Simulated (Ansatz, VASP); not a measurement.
One calculation of C, two programs

The input INCAR:

```
PREC = Accurate
ENCUT = 520
EDIFF = 1E-8
ISMEAR = -1
SIGMA = 0.03
LREAL = False
LASPH = True
NELM = 120
ALGO = Normal
ISIF = 2
LWAVE = False
LCHARG = False
GGA = PE
LEFG = True
NBANDS = 11
GGA_COMPAT = False
```

Contents of KPOINTS:

```
Automatic mesh
0
Gamma
  17 17 9
```

File POSCAR:

```
C
1.0
    2.1302003983      0.0000000000      0.0000000000
   -1.0651001991      1.8448076601      0.0000000000
    0.0000000000      0.0000000000      3.5414822596
C
2
Direct
    0.3333333333      0.6666666667      0.2500000000
    0.6666666667      0.3333333333      0.7500000000
```

Input for Ansatz:

```yaml
crystal:
  lattice:
    - [2.1302003983, 0.0, 0.0]
    - [-1.0651001991, 1.8448076601, 0.0]
    - [0.0, 0.0, 3.5414822596]
  atoms:
    - { symbol: C, position: [0.3333333333, 0.6666666667, 0.25] }
    - { symbol: C, position: [0.6666666667, 0.3333333333, 0.75] }
kpoints:
  mp_grid: { grid: [17, 17, 9] }
  band_path:
    path:
      - [0.0, 0.0, 0.0]
      - [0.5, 0.0, 0.0]
      - [0.3333333333, 0.3333333333, 0.0]
      - [0.0, 0.0, 0.0]
      - [0.0, 0.0, 0.5]
      - [0.5, 0.0, 0.5]
      - [0.3333333333, 0.3333333333, 0.5]
      - [0.0, 0.0, 0.5]
      - [0.5, 0.0, 0.5]
    npoints: 8
scf:
  occupations: { method: fermi_dirac, width: 0.03 }
hamiltonian:
  xc: pbe
  pseudopotentials: { kind: all_electron, datasets: crystal }
output:
  forces: true
  stress: true
  eigenvalues: true
  efg: { contact_densities: true }
```

Alike in both runs: task electric field gradients; functional PBE; k mesh 17 × 17 × 9; occupations fermi-dirac, width 0.03 eV; no spin polarisation.

```csv
,VASP,Ansatz
version,VASP 6.6.1,Ansatz 0.2.0
potentials or method,"VASP PAW PBE potentials, release 64 (C), cutoff 520 eV","all-electron PAW with datasets made for the crystal, scalar-relativistic"
```

Ansatz gave:

```
pressure (GPa)                                       : 0.0
size of Vzz on the site where it differs most (V/Å²) : 1.2
```

What did VASP give for the same quantities?

Pressure (GPa): 0.1; size of Vzz on the site where it differs most (V/Å²): 1.4.

Ansatz ran all-electron here, and VASP with PAW potentials.
